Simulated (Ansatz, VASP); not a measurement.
# One calculation of AsH3, two programs

```
CELL_PARAMETERS angstrom
12.55720 0.00000 0.00000
0.00000 13.05720 0.00000
0.00000 0.00000 13.55720
ATOMIC_POSITIONS crystal
As 0.52626 0.50960 0.45784
H 0.52906 0.41284 0.52176
H 0.55112 0.57664 0.54772
H 0.40638 0.52143 0.47567
```

Alike in both runs: task single point; functional PBEsol; k mesh 1 × 1 × 1; occupations gaussian, width 0.005 eV; no spin polarisation.

|  | VASP | Ansatz |
| --- | --- | --- |
| version | VASP 6.6.1 | Ansatz 0.2.0 |
| potentials or method | VASP PAW PBE potentials, release 64 (As, H) | scalar-relativistic, plane waves, PAW |
| plane-wave cutoff (eV) | 400 | 420 |
| valence electrons in the cell | 8 | 18 |

```csv
,VASP,Ansatz,Ansatz less VASP
rms of the force components (eV/Å),0.051,0.027,-0.0242
```

VASP's potentials were made for PBE, not for PBEsol. Atom by atom the forces differ by 0.075 eV/Å (rms over components). VASP's potentials hold 8 valence electrons a cell and Ansatz's 18, so a difference there can come from the potentials and not from the codes.
